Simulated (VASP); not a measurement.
Wanted: the native input for a VASP 6.6.1 run.

```
Task                   : single point
Functional             : PBEsol
Potentials or basis    : VASP PAW PBE potentials, release 64 (Ba_sv, Ti_sv, O)
Cutoff                 : 520 eV
k mesh                 : 7 × 7 × 7
Occupations            : fermi-dirac, width 0.05 eV
Spin                   : no spin polarisation
Dipole correction      : no
Further INCAR settings : ALGO = Normal; EDIFF = 1e-06; NBANDS = 28
```

The structure of BaTiO3 lies in POSCAR:

```
BaTiO3
1.0
    3.9998000000      0.0000000000      0.0000000000
    0.0000000000      3.9998000000      0.0000000000
    0.0000000000      0.0000000000      4.0180000000
Ba Ti O
1 1 3
Direct
    0.9955672000      0.9906407400      0.0035034300
    0.5025366900      0.4919233700      0.4687657700
    0.4792189400      0.5143238900      0.0064065200
    0.5027309200      0.0032990000      0.5093824900
    0.0199462600      0.4998130000      0.5399418000
```

One way to write it, as run:

INCAR

```
SYSTEM = BaTiO3
  PREC = Accurate
  ENCUT = 520
  EDIFF = 1E-6
  ISMEAR = -1
  SIGMA = 0.05
  LREAL = .False.
  LASPH = .True.
  NELM = 60
  ALGO = Normal
  ISIF = 2
  LWAVE = .False.
  LCHARG = .False.
  GGA = PS
  NBANDS = 28
```

KPOINTS

```
regular mesh
0
Gamma
  7 7 7
  0 0 0
```

Potentials or basis: VASP PAW PBE potentials, release 64 (Ba_sv, Ti_sv, O).

The run is started by

```bash
$ cat potpaw_PBE.64/Ba_sv/POTCAR potpaw_PBE.64/Ti_sv/POTCAR potpaw_PBE.64/O/POTCAR > POTCAR
$ mpirun -np 1 vasp_std > vasp.out
```

It gave:

The pressure is -1.3 GPa and the largest force is 1.311 eV/Å. The band gap on the k mesh is 1.91 eV (least direct gap 2.17 eV).

Caveat: the PAW data sets were made with another functional, which shifts forces and pressure a little; spin-orbit coupling is left out, which moves the levels of the heavy elements; an odd mesh through Γ misses points on the zone boundary, where band edges can lie.

Run time: 5.5 min on 1 thread of Intel(R) Xeon(R) Platinum 8488C (Sapphire Rapids), with other jobs on the host, peak memory 0.4 GiB.
